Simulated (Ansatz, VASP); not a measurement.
## HfC in VASP and in Ansatz

INCAR

```
ALGO = Normal ; EDIFF = 1E-7
ENCUT = 520 ; GGA = PE
ISIF = 2 ; ISMEAR = -1
LASPH = T ; LCHARG = T
LELF = T ; LREAL = F
LVHAR = T ; LWAVE = F
NBANDS = 14 ; NELM = 100
PREC = Accurate ; SIGMA = 0.05
```

File KPOINTS:

```
k-points
0
Gamma
  15 15 15
```

The input POSCAR:

```
HfC
1.0
    0.0000000000      2.2775377028      2.2775377028
    2.2775377028      0.0000000000      2.2775377028
    2.2775377028      2.2775377028      0.0000000000
Hf C
1 1
Direct
    0.5000000000      0.5000000000      0.5000000000
    0.0000000000      0.0000000000      0.0000000000
```

Input for Ansatz:

```yaml
crystal:
  lattice:
    - [0.0, 2.2775377028, 2.2775377028]
    - [2.2775377028, 0.0, 2.2775377028]
    - [2.2775377028, 2.2775377028, 0.0]
  atoms:
    - { symbol: Hf, position: [0.5, 0.5, 0.5] }
    - { symbol: C, position: [0.0, 0.0, 0.0] }
kpoints:
  mp_grid: { grid: [15, 15, 15] }
  band_path:
    path:
      - [0.0, 0.0, 0.0]
      - [0.5, 0.0, 0.5]
      - [0.625, 0.25, 0.625]
      - [0.375, 0.375, 0.75]
      - [0.0, 0.0, 0.0]
      - [0.5, 0.5, 0.5]
      - [0.5, 0.25, 0.75]
      - [0.5, 0.0, 0.5]
    npoints: 5
scf:
  occupations: { method: fermi_dirac, width: 0.05 }
hamiltonian:
  xc: pbe
  pseudopotentials: { kind: all_electron, lapw: { basis_error: 0.001 } }
output:
  forces: true
  stress: true
  eigenvalues: true
```

Change from the starting cell: volume scaled by 0.94.

Alike in both runs: task single point; functional PBE; k mesh 15 × 15 × 15; occupations fermi-dirac, width 0.05 eV; no spin polarisation.

|  | VASP | Ansatz |
| --- | --- | --- |
| version | VASP 6.6.1 | Ansatz 0.2.0 |
| potentials or method | VASP PAW PBE potentials, release 64 (Hf_pv, C), cutoff 520 eV | all-electron LAPW, scalar-relativistic |

Ansatz gave:

```
pressure (GPa) : 16.6
```

Task: Which values does VASP return?

Result: Pressure (GPa): 16.2.

Ansatz ran all-electron here, and VASP with PAW potentials.

Neither program's run includes spin-orbit coupling.
